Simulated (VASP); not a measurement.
# ZnSe: single point with PBE

ZnSe:

```
Zn Se
1.0
     0.00000    2.93448    2.93448
     2.93448    0.00000    2.93448
     2.93448    2.93448    0.00000
Zn Se
1 1
Cartesian
  0.0000 0.0000 0.0000
  4.4017 4.4017 4.4017
```

This cell differs from its parent crystal: strained.

```json
{
  "Program": "VASP 6.6.1",
  "Task": "single point",
  "Functional": "PBE",
  "Potentials or basis": "VASP PAW PBE potentials, release 64 (Zn, Se)",
  "Cutoff": "520 eV",
  "k mesh": "8 × 8 × 8",
  "Occupations": "gaussian, width 0.02 eV",
  "Spin": "no spin polarisation"
}
```

```yaml
Pressure: -3.2 GPa
Band_gap_on_the_k_mesh: 0.89 eV, direct
```

Levels at points of the mesh, in eV from the valence-band top:
```tsv
k point	band 5	band 6	band 7	band 8	band 9	band 10	band 11	band 12	band 13	band 14
(0.00, 0.00, 0.00)	-5.94	-5.94	0.00	0.00	0.00	0.89	5.81	5.81	5.81	9.53
(0.50, 0.00, 0.00)	-5.92	-5.81	-4.60	-0.73	-0.73	2.36	6.38	6.38	8.24	10.52
(0.50, 0.50, 0.00)	-5.90	-5.80	-4.31	-1.83	-1.83	3.20	3.42	10.02	10.54	10.54
```

It took 15 s on 1 thread of Intel(R) Xeon(R) Platinum 8488C (Sapphire Rapids) (shared host), peak memory 0.18 GiB.

Caveat: the cell differs from its parent crystal (strained).
